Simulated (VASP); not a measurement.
# MnSb (Imm2) in VASP: single point with PBEsol

Aim: the single point of MnSb with PBEsol.

Program: VASP 6.6.1. These are calculated values, not measurements. Logs are shortened: lines on timing, memory, paths and dates and some standing lists are left out, and cuts for length are marked.

### Step 1. The cell of the first run

The structure is orthorhombic, space group Imm2 (No. 44). Conventional cell: a = 4.229 Å, b = 4.358 Å, c = 6.072 Å, α = 90.00°, β = 90.00°, γ = 90.00°. Mn (site symmetry mm2) has 4 Sb at 2.60 to 2.66 Å within 3.4 Å. Within 3.4 Å of Sb (site symmetry mm2) lie 4 Mn at 2.60 to 2.66 Å.

### Step 2. Single point, PBEsol, collinear spin, ferromagnetic start

The input, INCAR:

```
PREC = Accurate
ENCUT = 520
EDIFF = 1E-6
ISMEAR = 0
SIGMA = 0.05
LREAL = F
LASPH = T
NELM = 150
ALGO = Normal
ISIF = 2
LWAVE = F
LCHARG = F
ISPIN = 2
MAGMOM = 4.17 0
LORBIT = 11
LMAXMIX = 4
GGA = PS
NBANDS = 20
```

The input, KPOINTS:

```
regular mesh
0
Gamma
  10 10 10
```

The input, POSCAR:

```
MnSb
1.0
    0.0000000000      3.0813773460      3.0813773460
    3.0358397498      0.0455375962      3.0358397498
    3.0358397498      3.0358397498      0.0455375962
Mn Sb
1 1
Direct
    0.0000000000      0.0000000000      0.0000000000
    0.2500000000      0.2500000000      0.2500000000
```

Potentials or basis: VASP PAW PBE potentials, release 64 (Mn_pv, Sb).

Run with:

```sh
$ cat potpaw_PBE.64/Mn_pv/POTCAR potpaw_PBE.64/Sb/POTCAR > POTCAR
$ mpirun -np 1 vasp_std > vasp.out
```

OUTCAR:

```text
PREC = Accurate
   ENCUT = 520
   EDIFF = 1E-6
   ISMEAR = 0
   LREAL = F
   LASPH = T
   NELM = 150
   ISIF = 2
   ISPIN = 2
   LORBIT = 11
   GGA = PS

 ion  position               nearest neighbor table
   1  0.000  0.000  0.000-   2 2.60   2 2.60   2 2.66   2 2.66
   2  0.250  0.250  0.250-   1 2.60   1 2.60   1 2.66   1 2.66

  LATTYP: Found a body centered orthorhombic cell.
 ALAT       =     4.2289258612
 B/A-ratio  =     1.0304568528
 C/A-ratio  =     1.4357498095

  Lattice vectors:

 A1 = (  -3.0358397498,   3.0358397498,   0.0455375962)
 A2 = (  -3.0358397498,  -3.0358397498,  -0.0455375962)
 A3 = (   3.0358397498,   0.0455375962,   3.0358397498)

Analysis of symmetry for initial positions (statically):
=====================================================================
 Subroutine PRICEL returns:
 Original cell was already a primitive cell.

 Routine SETGRP: Setting up the symmetry group for a
 body centered orthorhombic supercell.

 Subroutine GETGRP returns: Found  4 space group operations
 (whereof  4 operations were pure point group operations)
 out of a pool of  8 trial point group operations.

The static configuration has the point symmetry C_2v.

Analysis of symmetry for dynamics (positions and initial velocities):
=====================================================================
 Subroutine PRICEL returns:
 Original cell was already a primitive cell.

 Routine SETGRP: Setting up the symmetry group for a
 body centered orthorhombic supercell.

 Subroutine GETGRP returns: Found  4 space group operations
 (whereof  4 operations were pure point group operations)
 out of a pool of  8 trial point group operations.

The dynamic configuration has the point symmetry C_2v.

Analysis of structural, dynamic, and magnetic symmetry:
=====================================================================
 Subroutine PRICEL returns:
 Original cell was already a primitive cell.

 Routine SETGRP: Setting up the symmetry group for a
 body centered orthorhombic supercell.

 Subroutine GETGRP returns: Found  4 space group operations
 (whereof  4 operations were pure point group operations)
 out of a pool of  8 trial point group operations.

The overall configuration has the point symmetry C_2v.

 Subroutine INISYM returns: Found  4 space group operations
 (whereof  4 operations are pure point group operations),
 and found     1 'primitive' translations

----------------------------------------------------------------------------------------

                                     Primitive cell

  volume of cell :      55.9460

  direct lattice vectors                    reciprocal lattice vectors
     0.000000000  3.081377346  3.081377346    -0.164699075  0.162265099  0.162265099
     3.035839750  0.045537596  3.035839750     0.164699075 -0.167207183  0.167207183
     3.035839750  3.035839750  0.045537596     0.164699075  0.167207183 -0.167207183

  length of vectors
     4.357725634  4.293567240  4.293567240     0.282463644  0.288170557  0.288170557

  position of ions in fractional coordinates (direct lattice)
     0.000000000  0.000000000  0.000000000
     0.250000000  0.250000000  0.250000000

  ion indices of the primitive-cell ions
   primitive index   ion index
                 1           1
                 2           2

----------------------------------------------------------------------------------------

 KPOINTS: regular mesh

Automatic generation of k-mesh.
 Grid dimensions read from file:
 generate k-points for:   10   10   10

 Generating k-lattice:

  Cartesian coordinates                     Fractional coordinates (reciprocal lattice)
    -0.016469908  0.016226510  0.016226510     0.100000000  0.000000000  0.000000000
     0.016469908 -0.016720718  0.016720718     0.000000000  0.100000000 -0.000000000
     0.016469908  0.016720718 -0.016720718     0.000000000 -0.000000000  0.100000000

  Length of vectors
     0.028246364  0.028817056  0.028817056

  Shift w.r.t. Gamma in fractional coordinates (k-lattice)
     0.000000000  0.000000000  0.000000000

 Subroutine IBZKPT returns following result:
 ===========================================

 Found    171 irreducible k-points:

 Following reciprocal coordinates:
            Coordinates               Weight
  0.000000  0.000000  0.000000      1.000000
  0.100000 -0.000000  0.000000      4.000000
  0.200000 -0.000000  0.000000      4.000000
  0.300000  0.000000  0.000000      4.000000
  0.400000  0.000000  0.000000      4.000000
  0.500000 -0.000000 -0.000000      2.000000
[... 16 lines left out ...]
 -0.400000  0.200000  0.000000      8.000000
 -0.300000  0.200000  0.000000      8.000000
 [... further k-points ...]
   k-points           NKPTS =    171   k-points in BZ     NKDIM =    171   number of bands    NBANDS=     20
   number of dos      NEDOS =    301   number of ions     NIONS =      2
   total plane-waves  NPLWV =  32768
   dimension x,y,z NGX =    32 NGY =   32 NGZ =   32
   dimension x,y,z NGXF=    64 NGYF=   64 NGZF=   64
   ions per type =               1   1
   NGX,Y,Z   is equivalent  to a cutoff of  12.21, 12.39, 12.39 a.u.
   NGXF,Y,Z  is equivalent  to a cutoff of  24.42, 24.78, 24.78 a.u.
 SYSTEM =  unknown system
   PREC   = accura    normal or accurate (medium, high low for compatibility)
   ISTART =      0    job   : 0-new  1-cont  2-samecut
   ICHARG =      2    charge: 1-file 2-atom 10-const
   ISPIN  =      2    spin polarized calculation?
   LNONCOLLINEAR =      F non collinear calculations
   LSORBIT =      F    spin-orbit coupling
   LASPH  =      T    aspherical Exc in radial PAW
   ENCUT  =  520.0 eV  38.22 Ry    6.18 a.u.   8.10  7.98  7.98*2*pi/ulx,y,z
   NELM   =    150;   NELMIN=  2; NELMDL= -5     # of ELM steps
   EDIFF  = 0.1E-05   stopping-criterion for ELM
   LREAL  =      F    real-space projection
   EDIFFG = 0.1E-04   stopping-criterion for IOM
   NSW    =      0    number of steps for IOM
   IBRION =     -1    ionic relax: 0-MD 1-quasi-New 2-CG
   NFREE  =      0    steps in history (QN), initial steepest desc. (CG)
   ISIF   =      2    stress and relaxation
   ISYM   =      2    0-nonsym 1-usesym 2-fastsym
   POTIM  = 0.5000    time-step for ionic-motion
   TEBEG  =    0.0;   TEEND  =   0.0 temperature during run
   PSTRESS=    0.0 pullay stress
   NELECT =      18.0000    total number of electrons
   NUPDOWN=      -1.0000    fix difference up-down
   EMIN   =  10.00;   EMAX   =-10.00  energy-range for DOS
   EFERMI =   0.00;   METHOD = LEGACY
   ISMEAR =     0;   SIGMA  =   0.05  broadening in eV -4-tet -1-fermi 0-gaus
   EFERMI_NEDOS =   21; number of points for ismear=-14 and -15
   IALGO  =     38    algorithm
   IMIX   =      4    mixing-type and parameters
     AMIX     =   0.40;   BMIX     =  1.00
     AMIX_MAG =   1.60;   BMIX_MAG =  1.00
  volume/ion in A,a.u.               =      27.97       188.77
  Fermi-wavevector in a.u.,A,eV,Ry     =   1.121784  2.119865 17.121575  1.258400
  Thomas-Fermi vector in A             =   2.258440
   LORBIT       =     11    0 simple, 1 ext, 2 COOP (PROOUT), +10 PAW based schemes
   GGA     = PS    functional components
   LHFCALC =     F    Hartree Fock is set to
   AEXX    =    0.0000 exact exchange contribution
   IVDW    =     0    specifies the selected vdW correction
   LEPSILON=     F    determine dielectric tensor
   LRPA    =     F    only Hartree local field effects (RPA)
 spin polarized calculation
 Gauss-broadening in eV      SIGMA  =   0.05
  energy-cutoff  :      520.00
  volume of cell :       55.95
 maximum number of plane-waves:      1522
   NGX = 17   NGY = 15   NGZ = 15

 number of electron      18.0000006 magnetization       3.9951098

 Free energy of the ion-electron system (eV)
  ---------------------------------------------------
  ext. energy  EPLUGINS =         0.00000000
  ---------------------------------------------------
  free energy    TOTEN  =       -13.04932901 eV

  energy without entropy =      -13.04802053  energy(sigma->0) =      -13.04867477

 E-fermi :   4.6084     XC(G=0):  -9.3543

 val. band max:        4.5968095706   @ k =  -0.4000   0.3000   0.0000
 cond. band min:       4.6152193967   @ k =   0.0000   0.2000   0.0000
 fundamental gap:      0.0184098261
 Fermi energy:         4.6083853769

 spin component 1

 k-point     1 :       0.0000    0.0000    0.0000
  band No.  band energies     occupation
      1     -45.5728      1.00000
      2     -45.5677      1.00000
      3     -45.5624      1.00000
      4      -5.6313      1.00000
      5       1.0446      1.00000
      6       1.0555      1.00000
[... 12 lines left out ...]
     19      14.9565      0.00000
     20      15.0637      0.00000

 k-point     2 :       0.1000   -0.0000    0.0000
  band No.  band energies     occupation
      1     -45.5729      1.00000
      2     -45.5677      1.00000
      3     -45.5625      1.00000
      4      -5.5468      1.00000
      5       0.9964      1.00000
      6       1.0702      1.00000
[... 12 lines left out ...]
     19      14.1727      0.00000
     20      14.7079      0.00000

 k-point     3 :       0.2000   -0.0000    0.0000
  band No.  band energies     occupation
      1     -45.5732      1.00000
      2     -45.5679      1.00000
      3     -45.5625      1.00000
      4      -5.3079      1.00000
      5       0.8545      1.00000
      6       1.1126      1.00000
[... 12 lines left out ...]
     19      13.8213      0.00000
     20      15.8268      0.00000

 k-point     4 :       0.3000    0.0000    0.0000
  band No.  band energies     occupation
      1     -45.5736      1.00000
      2     -45.5681      1.00000
      3     -45.5626      1.00000
      4      -4.9673      1.00000
      5       0.6470      1.00000
      6       1.1522      1.00000
[... 429 lines left out ...]
 k-point    23 :      -0.4000    0.2000    0.0000
  band No.  band energies     occupation
      1     -45.5739      1.00000
      2     -45.5684      1.00000
      3     -45.5631      1.00000
      4      -4.3168      1.00000
      5       0.5771      1.00000
      6       1.0582      1.00000
[... 12 lines left out ...]
     19      15.7838      0.00000
     20      19.0360      0.00000

 k-point    24 :      -0.3000    0.2000    0.0000
  band No.  band energies     occupation
      1     -45.5737      1.00000
      2     -45.5684      1.00000
      3     -45.5631      1.00000
      4      -4.5130      1.00000
      5       0.6401      1.00000
      6       1.0643      1.00000
[... 12 lines left out ...]
     19      16.3545      0.00000
     20      18.0368      0.00000

 [... further k-points ...]

 spin component 2

 k-point     1 :       0.0000    0.0000    0.0000
  band No.  band energies     occupation
      1     -41.6081      1.00000
      2     -41.6007      1.00000
      3     -41.5915      1.00000
      4      -5.5149      1.00000
      5       3.1307      1.00000
      6       3.1527      1.00000
[... 12 lines left out ...]
     19      15.4592      0.00000
     20      15.5697      0.00000

 k-point     2 :       0.1000   -0.0000    0.0000
  band No.  band energies     occupation
      1     -41.6081      1.00000
      2     -41.6008      1.00000
      3     -41.5917      1.00000
      4      -5.4349      1.00000
      5       2.9184      1.00000
      6       3.1616      1.00000
[... 12 lines left out ...]
     19      14.7747      0.00000
     20      15.3673      0.00000

 k-point     3 :       0.2000   -0.0000    0.0000
  band No.  band energies     occupation
      1     -41.6082      1.00000
      2     -41.6011      1.00000
      3     -41.5920      1.00000
      4      -5.2094      1.00000
      5       2.3425      1.00000
      6       3.1993      1.00000
[... 12 lines left out ...]
     19      14.4400      0.00000
     20      16.6009      0.00000

 k-point     4 :       0.3000    0.0000    0.0000
  band No.  band energies     occupation
      1     -41.6083      1.00000
      2     -41.6015      1.00000
      3     -41.5925      1.00000
      4      -4.8899      1.00000
      5       1.6101      1.00000
      6       3.2384      1.00000
[... 429 lines left out ...]
 k-point    23 :      -0.4000    0.2000    0.0000
  band No.  band energies     occupation
      1     -41.6091      1.00000
      2     -41.6019      1.00000
      3     -41.5929      1.00000
      4      -4.2848      1.00000
      5       1.1017      1.00000
      6       2.5486      1.00000
[... 12 lines left out ...]
     19      16.3376      0.00000
     20      19.4652      0.00000

 k-point    24 :      -0.3000    0.2000    0.0000
  band No.  band energies     occupation
      1     -41.6091      1.00000
      2     -41.6018      1.00000
      3     -41.5926      1.00000
      4      -4.4657      1.00000
      5       1.3879      1.00000
      6       2.5726      1.00000
[... 12 lines left out ...]
     19      16.8626      0.00000
     20      18.5736      0.00000

 [... further k-points ...]
[... 5 lines left out ...]
  --------------------------------------------------------------------------------------
  -------------------------------------------------------------------------------------
  Total        0.0543588      0.0267367      0.0267367      0.0000000     -0.4053033      0.0000000
  in kB        1.5567234      0.7656846      0.7656846      0.0000000    -11.6070518      0.0000000
  external PRESSURE =       1.0293642 kB  Pullay stress =       0.0000000 kB

 VOLUME and BASIS-vectors are now :
 -----------------------------------------------------------------------------
  energy-cutoff  :      520.00
  volume of cell :       55.95
      direct lattice vectors                 reciprocal lattice vectors
     0.000000000  3.081377346  3.081377346    -0.164699075  0.162265099  0.162265099
     3.035839750  0.045537596  3.035839750     0.164699075 -0.167207183  0.167207183
     3.035839750  3.035839750  0.045537596     0.164699075  0.167207183 -0.167207183

 POSITION                                       TOTAL-FORCE (eV/Angst)
 -----------------------------------------------------------------------------------
      0.00000      0.00000      0.00000         0.273710      0.000000      0.000000
      1.51792      1.54069      1.54069        -0.273710     -0.000000     -0.000000
 -----------------------------------------------------------------------------------
    total drift:                                0.000423     -0.000000     -0.000000

  FREE ENERGIE OF THE ION-ELECTRON SYSTEM (eV)
  ---------------------------------------------------
  free  energy   TOTEN  =       -13.0493290112 eV

  energy  without entropy=      -13.0480205316  energy(sigma->0) =      -13.04867477

 total charge

# of ion       s       p       d       tot
------------------------------------------
    1        0.328   6.210   4.946  11.484
    2        1.142   1.355   0.026   2.524
--------------------------------------------------
tot          1.470   7.566   4.973  14.008

 magnetization (x)

# of ion       s       p       d       tot
------------------------------------------
    1        0.060   0.044   3.721   3.824
    2       -0.001  -0.161   0.016  -0.147
--------------------------------------------------
tot          0.058  -0.117   3.736   3.677
```

It took 6 min on 1 thread of Intel Xeon Platinum 8488C (Sapphire Rapids), shared host; peak memory 0.42 GiB.

What came out:

```yaml
Free_energy: -13.0493 eV
Pressure: 0.1 GPa
Largest_force: 0.274 eV/Å
Band_gap_on_the_k_mesh: zero (filled and empty bands overlap)
Net_moment: 4.00 μB per cell
Site_moments: Mn +3.82; Sb -0.15 μB
Valence_electrons_inside_the_program's_atomic_spheres: Mn 11.48; Sb 2.52
```

Forces in eV/Å, atoms in the order of the input:
```
Mn   0.274  0.000  0.000
Sb  -0.274  0.000  0.000
```

Caveat: the PAW data sets were made with another functional, which shifts forces and pressure a little; spin-orbit coupling is left out, which moves the levels of the heavy elements; a cell with one magnetic atom can't hold antiferromagnetic order, which such compounds often take.
